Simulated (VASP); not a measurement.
Here is a VASP 6.6.1 calculation.

File INCAR:

```
SYSTEM = ZnCu
ALGO = Fast ; EDIFF = 1E-7
ENCUT = 520 ; GGA = PE
ISIF = 2 ; ISMEAR = 0
LASPH = .TRUE. ; LCHARG = .FALSE.
LREAL = .FALSE. ; LWAVE = .FALSE.
NBANDS = 18 ; NELM = 60
PREC = Accurate ; SIGMA = 0.15
```

File KPOINTS:

```
k-points
0
G
  16 16 16
  0 0 0
```

File POSCAR:

```
ZnCu
1.0
    3.3540367417      0.9646111225      0.9646111225
    0.9646111225      3.3540367417      0.9646111225
    0.9646111225      0.9646111225      3.3540367417
Zn Cu
1 1
Direct
    0.5000000000      0.5000000000      0.5000000000
    0.0000000000      0.0000000000      0.0000000000
```

Potentials or basis: VASP PAW PBE potentials, release 64 (Zn, Cu).

Command:

```bash
$ cat potpaw_PBE.64/Zn/POTCAR potpaw_PBE.64/Cu/POTCAR > POTCAR
$ mpirun -np 1 vasp_std > vasp.out
```

Q: What does it give for the pressure?

A: 1.4 GPa.

Q: Estimate the band gap on the k mesh.

A: Zero (an odd number of electrons rules out a gap without spin polarisation).

Stress tensor (GPa, compression positive):
```
1.41 1.27 1.27
1.27 1.41 1.27
1.27 1.27 1.41
```
